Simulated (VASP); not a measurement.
# LiF (P1) in VASP: a series of runs

Runs on LiF. Level: PBE. Tasks: single point, relaxation of cell and atoms.

Everything below comes from runs of VASP 6.6.1. Logs are shortened: lines on timing, memory, paths and dates and some standing lists are left out, and cuts for length are marked.

## 1. The cell of the first run

The typed cell holds 6 atoms: a = 3.338 Å, b = 3.338 Å, c = 4.908 Å, α = 90.00°, β = 90.00°, γ = 120.00°.

The cell was generated, and may not be a known phase.

## 2. Single point, PBE

The input, INCAR:

```
SYSTEM = LiF
PREC = Accurate
ENCUT = 520
EDIFF = 1E-6
ISMEAR = 0
SIGMA = 0.1
LREAL = .False.
LASPH = .True.
NELM = 100
ALGO = Normal
ISIF = 2
LWAVE = .False.
LCHARG = .False.
GGA = PE
NBANDS = 24
```

The input, KPOINTS:

```
regular mesh
0
Gamma
  6 6 4
  0 0 0
```

The input, POSCAR:

```
LiF
1.0
    3.3381930700      0.0000000000      0.0000000000
   -1.6690965300      2.8909600000      0.0000000000
    0.0000000000      0.0000000000      4.9080102700
Li F
3 3
Direct
    0.4986685000      0.8358859400      0.6738170100
    0.5743802200      0.2454604700      0.2345866100
    0.7545395300      0.3289197600      0.9012532800
    0.1641140600      0.6627825600      0.3404836700
    0.3372174400      0.5013315000      0.0071503400
    0.6710802400      0.4256197800      0.5679199500
```

Potentials or basis: VASP PAW PBE potentials, release 64 (Li_sv, F).

Started as:

```console
$ cat potpaw_PBE.64/Li_sv/POTCAR potpaw_PBE.64/F/POTCAR > POTCAR
$ mpirun -np 1 vasp_std > vasp.out
```

OUTCAR:

```text
SYSTEM = LiF
   PREC = Accurate
   ENCUT = 520
   EDIFF = 1E-6
   ISMEAR = 0
   LREAL = .False.
   LASPH = .True.
   NELM = 100
   ISIF = 2
   GGA = PE

 ion  position               nearest neighbor table
   1  0.499  0.836  0.674-   6 1.81   3 1.81   6 1.83   5 1.90   4 1.90   3 2.47   2 2.50   3 2.51

   2  0.574  0.245  0.235-   3 1.72   6 1.72   4 1.81   5 1.81   4 1.83   1 2.50
   3  0.755  0.329  0.901-   6 1.72   2 1.72   5 1.81   1 1.81   5 1.83   1 2.47   1 2.51
   4  0.164  0.663  0.340-   2 1.81   6 1.81   2 1.83   5 1.90   1 1.90
   5  0.337  0.501  0.007-   3 1.81   2 1.81   3 1.83   4 1.90   1 1.90
   6  0.671  0.426  0.568-   3 1.72   2 1.72   1 1.81   4 1.81   1 1.83

  LATTYP: Found a hexagonal cell.
 ALAT       =     3.3381930700
 C/A-ratio  =     1.4702595587

  Lattice vectors:

 A1 = (   3.3381930700,   0.0000000000,   0.0000000000)
 A2 = (  -1.6690965300,   2.8909600000,   0.0000000000)
 A3 = (   0.0000000000,   0.0000000000,   4.9080102700)

Analysis of symmetry for initial positions (statically):
=====================================================================
 Subroutine PRICEL returns:
 Original cell was already a primitive cell.

 Routine SETGRP: Setting up the symmetry group for a
 hexagonal supercell.

 Subroutine GETGRP returns: Found  1 space group operations
 (whereof  1 operations were pure point group operations)
 out of a pool of 24 trial point group operations.

The static configuration has the point symmetry C_1 .

Analysis of symmetry for dynamics (positions and initial velocities):
=====================================================================
 Subroutine PRICEL returns:
 Original cell was already a primitive cell.

 Routine SETGRP: Setting up the symmetry group for a
 hexagonal supercell.

 Subroutine GETGRP returns: Found  1 space group operations
 (whereof  1 operations were pure point group operations)
 out of a pool of 24 trial point group operations.

The dynamic configuration has the point symmetry C_1 .

 Subroutine INISYM returns: Found  1 space group operations
 (whereof  1 operations are pure point group operations),
 and found     1 'primitive' translations

----------------------------------------------------------------------------------------

                                     Primitive cell

  volume of cell :      47.3652

  direct lattice vectors                    reciprocal lattice vectors
     3.338193070  0.000000000  0.000000000     0.299563260  0.172952929  0.000000000
    -1.669096530  2.890960000  0.000000000     0.000000000  0.345905858  0.000000000
     0.000000000  0.000000000  4.908010270     0.000000000  0.000000000  0.203748555

  length of vectors
     3.338193070  3.338193066  4.908010270     0.345905858  0.345905858  0.203748555

  position of ions in fractional coordinates (direct lattice)
     0.498668500  0.835885940  0.673817010
     0.574380220  0.245460470  0.234586610
     0.754539530  0.328919760  0.901253280
     0.164114060  0.662782560  0.340483670
     0.337217440  0.501331500  0.007150340
     0.671080240  0.425619780  0.567919950

  ion indices of the primitive-cell ions
   primitive index   ion index
                 1           1
                 2           2
                 3           3
                 4           4
                 5           5
                 6           6

----------------------------------------------------------------------------------------

 KPOINTS: regular mesh

Automatic generation of k-mesh.
 Grid dimensions read from file:
 generate k-points for:    6    6    4

 Generating k-lattice:

  Cartesian coordinates                     Fractional coordinates (reciprocal lattice)
     0.049927210  0.028825488  0.000000000     0.166666667  0.000000000  0.000000000
     0.000000000  0.057650976  0.000000000     0.000000000  0.166666667  0.000000000
     0.000000000  0.000000000  0.050937139     0.000000000  0.000000000  0.250000000

  Length of vectors
     0.057650976  0.057650976  0.050937139

  Shift w.r.t. Gamma in fractional coordinates (k-lattice)
     0.000000000  0.000000000  0.000000000

 Subroutine IBZKPT returns following result:
 ===========================================

 Found     76 irreducible k-points:

 Following reciprocal coordinates:
            Coordinates               Weight
  0.000000  0.000000  0.000000      1.000000
  0.166667 -0.000000  0.000000      2.000000
  0.000000  0.166667  0.000000      2.000000
 -0.166667  0.166667  0.000000      2.000000
  0.333333  0.000000  0.000000      2.000000
  0.000000  0.333333  0.000000      2.000000
[... 16 lines left out ...]
  0.000000  0.166667  0.250000      2.000000
 -0.166667  0.166667  0.250000      2.000000
 [... further k-points ...]
   k-points           NKPTS =     76   k-points in BZ     NKDIM =     76   number of bands    NBANDS=     24
   number of dos      NEDOS =    301   number of ions     NIONS =      6
   total plane-waves  NPLWV =  31360
   dimension x,y,z NGX =    28 NGY =   28 NGZ =   40
   dimension x,y,z NGXF=    56 NGYF=   56 NGZF=   80
   ions per type =               3   3
   NGX,Y,Z   is equivalent  to a cutoff of  13.94, 13.94, 13.55 a.u.
   NGXF,Y,Z  is equivalent  to a cutoff of  27.89, 27.89, 27.10 a.u.
 SYSTEM =  LiF
   PREC   = accura    normal or accurate (medium, high low for compatibility)
   ISTART =      0    job   : 0-new  1-cont  2-samecut
   ICHARG =      2    charge: 1-file 2-atom 10-const
   ISPIN  =      1    spin polarized calculation?
   LNONCOLLINEAR =      F non collinear calculations
   LSORBIT =      F    spin-orbit coupling
   LASPH  =      T    aspherical Exc in radial PAW
   ENCUT  =  520.0 eV  38.22 Ry    6.18 a.u.   6.21  6.21  9.13*2*pi/ulx,y,z
   NELM   =    100;   NELMIN=  2; NELMDL= -5     # of ELM steps
   EDIFF  = 0.1E-05   stopping-criterion for ELM
   LREAL  =      F    real-space projection
   EDIFFG = 0.1E-04   stopping-criterion for IOM
   NSW    =      0    number of steps for IOM
   IBRION =     -1    ionic relax: 0-MD 1-quasi-New 2-CG
   NFREE  =      0    steps in history (QN), initial steepest desc. (CG)
   ISIF   =      2    stress and relaxation
   ISYM   =      2    0-nonsym 1-usesym 2-fastsym
   POTIM  = 0.5000    time-step for ionic-motion
   TEBEG  =    0.0;   TEEND  =   0.0 temperature during run
   PSTRESS=    0.0 pullay stress
   NELECT =      30.0000    total number of electrons
   NUPDOWN=      -1.0000    fix difference up-down
   EMIN   =  10.00;   EMAX   =-10.00  energy-range for DOS
   EFERMI =   0.00;   METHOD = LEGACY
   ISMEAR =     0;   SIGMA  =   0.10  broadening in eV -4-tet -1-fermi 0-gaus
   EFERMI_NEDOS =   21; number of points for ismear=-14 and -15
   IALGO  =     38    algorithm
   IMIX   =      4    mixing-type and parameters
     AMIX     =   0.40;   BMIX     =  1.00
     AMIX_MAG =   1.60;   BMIX_MAG =  1.00
  volume/ion in A,a.u.               =       7.89        53.27
  Fermi-wavevector in a.u.,A,eV,Ry     =   1.405925  2.656814 26.893629  1.976626
  Thomas-Fermi vector in A             =   2.528337
   LORBIT       =      0    0 simple, 1 ext, 2 COOP (PROOUT), +10 PAW based schemes
   GGA     = PE    functional components
   LHFCALC =     F    Hartree Fock is set to
   AEXX    =    0.0000 exact exchange contribution
   IVDW    =     0    specifies the selected vdW correction
   LEPSILON=     F    determine dielectric tensor
   LRPA    =     F    only Hartree local field effects (RPA)
 non-spin polarized calculation
 Gauss-broadening in eV      SIGMA  =   0.10
  energy-cutoff  :      520.00
  volume of cell :       47.37
 maximum number of plane-waves:      1296
 NGX is ok and might be reduce to    28
   NGX = 13   NGY = 13   NGZ = 19

 number of electron      29.9999999 magnetization

 Free energy of the ion-electron system (eV)
  ---------------------------------------------------
  ext. energy  EPLUGINS =         0.00000000
  ---------------------------------------------------
  free energy    TOTEN  =       -21.79803466 eV

  energy without entropy =      -21.79803466  energy(sigma->0) =      -21.79803466

 E-fermi :   3.8753     XC(G=0):  -9.9145

 val. band max:        3.4543405996   @ k =   0.5000   0.0000   0.5000
 cond. band min:       6.3821131392   @ k =   0.0000   0.0000   0.0000
 fundamental gap:      2.9277725395
 Fermi energy:         3.8752999862

 k-point     1 :       0.0000    0.0000    0.0000
  band No.  band energies     occupation
      1     -43.9773      2.00000
      2     -42.2451      2.00000
      3     -41.6103      2.00000
      4     -21.3469      2.00000
      5     -20.3330      2.00000
      6     -17.6580      2.00000
[... 16 lines left out ...]
     23      18.5598      0.00000
     24      18.8671      0.00000

 k-point     2 :       0.1667   -0.0000    0.0000
  band No.  band energies     occupation
      1     -43.9729      2.00000
      2     -42.2455      2.00000
      3     -41.6079      2.00000
      4     -21.3298      2.00000
      5     -20.2871      2.00000
      6     -17.7329      2.00000
[... 16 lines left out ...]
     23      18.4986      0.00000
     24      19.1467      0.00000

 k-point     3 :       0.0000    0.1667    0.0000
  band No.  band energies     occupation
      1     -43.9726      2.00000
      2     -42.2462      2.00000
      3     -41.6077      2.00000
      4     -21.3271      2.00000
      5     -20.3028      2.00000
      6     -17.7090      2.00000
[... 16 lines left out ...]
     23      18.2441      0.00000
     24      19.7242      0.00000

 k-point     4 :      -0.1667    0.1667    0.0000
  band No.  band energies     occupation
      1     -43.9728      2.00000
      2     -42.2446      2.00000
      3     -41.6087      2.00000
      4     -21.3306      2.00000
      5     -20.3247      2.00000
      6     -17.6847      2.00000
[... 16 lines left out ...]
     23      18.4843      0.00000
     24      19.5397      0.00000

 k-point     5 :       0.3333    0.0000    0.0000
  band No.  band energies     occupation
      1     -43.9639      2.00000
      2     -42.2464      2.00000
      3     -41.6033      2.00000
      4     -21.2982      2.00000
      5     -20.1800      2.00000
      6     -17.8958      2.00000
[... 16 lines left out ...]
     23      18.4106      0.00000
     24      19.1227      0.00000

 k-point     6 :       0.0000    0.3333    0.0000
  band No.  band energies     occupation
      1     -43.9630      2.00000
      2     -42.2484      2.00000
      3     -41.6026      2.00000
      4     -21.2864      2.00000
      5     -20.2395      2.00000
      6     -17.8144      2.00000
[... 16 lines left out ...]
     23      19.1973      0.00000
     24      20.2775      0.00000
[... 379 lines left out ...]
 k-point    21 :       0.0000    0.0000    0.2500
  band No.  band energies     occupation
      1     -43.9765      2.00000
      2     -42.2472      2.00000
      3     -41.6097      2.00000
      4     -21.3189      2.00000
      5     -20.3908      2.00000
      6     -17.6152      2.00000
[... 16 lines left out ...]
     23      18.5467      0.00000
     24      19.2949      0.00000

 k-point    22 :       0.1667   -0.0000    0.2500
  band No.  band energies     occupation
      1     -43.9720      2.00000
      2     -42.2473      2.00000
      3     -41.6073      2.00000
      4     -21.3309      2.00000
      5     -20.2893      2.00000
      6     -17.7268      2.00000
[... 16 lines left out ...]
     23      18.1616      0.00000
     24      18.9601      0.00000

 k-point    23 :       0.0000    0.1667    0.2500
  band No.  band energies     occupation
      1     -43.9717      2.00000
      2     -42.2481      2.00000
      3     -41.6070      2.00000
      4     -21.2917      2.00000
      5     -20.3730      2.00000
      6     -17.6591      2.00000
[... 16 lines left out ...]
     23      18.0847      0.00000
     24      19.9314      0.00000

 k-point    24 :      -0.1667    0.1667    0.2500
  band No.  band energies     occupation
      1     -43.9719      2.00000
      2     -42.2466      2.00000
      3     -41.6079      2.00000
      4     -21.2890      2.00000
      5     -20.4050      2.00000
      6     -17.6287      2.00000
[... 16 lines left out ...]
     23      18.4335      0.00000
     24      19.2746      0.00000

 [... further k-points ...]

------------------------ aborting loop because EDIFF is reached ----------------------------------------

  FORCE on cell =-STRESS in cart. coord.  units (eV):
  Direction    XX          YY          ZZ          XY          YZ          ZX
  --------------------------------------------------------------------------------------
  -------------------------------------------------------------------------------------
  Total       10.2357571      4.5804873     20.7012545      1.9521086      0.7503629    -11.6793986
  in kB      346.2354700    154.9398988    700.2421521     66.0321686     25.3818319   -395.0681919
  external PRESSURE =     400.4725070 kB  Pullay stress =       0.0000000 kB

 VOLUME and BASIS-vectors are now :
 -----------------------------------------------------------------------------
  energy-cutoff  :      520.00
  volume of cell :       47.37
      direct lattice vectors                 reciprocal lattice vectors
     3.338193070  0.000000000  0.000000000     0.299563260  0.172952929  0.000000000
    -1.669096530  2.890960000  0.000000000     0.000000000  0.345905858  0.000000000
     0.000000000  0.000000000  4.908010270     0.000000000  0.000000000  0.203748555

 POSITION                                       TOTAL-FORCE (eV/Angst)
 -----------------------------------------------------------------------------------
      0.26948      2.41651      3.30710        -0.305613     -1.738606     -2.522891
      1.50769      0.70962      1.15135        -0.775008     -0.278649      2.627741
      1.96980      0.95089      4.42336         0.517429      1.455191     -0.246762
     -0.55840      1.91608      1.67110         2.127661      3.999100     -0.840020
      0.28893      1.44933      0.03509         2.078412     -0.821493     -4.921531
      1.52979      1.23045      2.78736        -3.642880     -2.615543      5.903464
 -----------------------------------------------------------------------------------
    total drift:                               -0.000894      0.000332     -0.000150

  FREE ENERGIE OF THE ION-ELECTRON SYSTEM (eV)
  ---------------------------------------------------
  free  energy   TOTEN  =       -21.7980346579 eV

  energy  without entropy=      -21.7980346579  energy(sigma->0) =      -21.79803466
```

It took 43 s on 1 thread of Intel Xeon 6975P-C (Granite Rapids), shared host; peak memory 0.2 GiB.

What came out:

```yaml
Free_energy: -21.7980 eV
Largest_force: 7.414 eV/Å
Band_gap_on_the_k_mesh: 2.93 eV (least direct gap 3.18 eV)
```

Forces in eV/Å, atoms in the order of the input:
```
Li  -0.306 -1.739 -2.523
Li  -0.775 -0.279  2.628
Li   0.517  1.455 -0.247
F    2.128  3.999 -0.840
F    2.078 -0.821 -4.922
F   -3.643 -2.616  5.903
```

Caveat: the cutoff is under 1.25 times the usual one of these potentials, so pressure, stress and relaxed cells hold a basis-set (Pulay) error; atoms lie so close that the PAW spheres overlap strongly, which falsifies energies and pressures; forces of over 1 eV/Å act on the atoms, so gaps and moduli don't describe the material at rest. A k mesh can miss the band edges.

(Continued in part 2 of 2.)
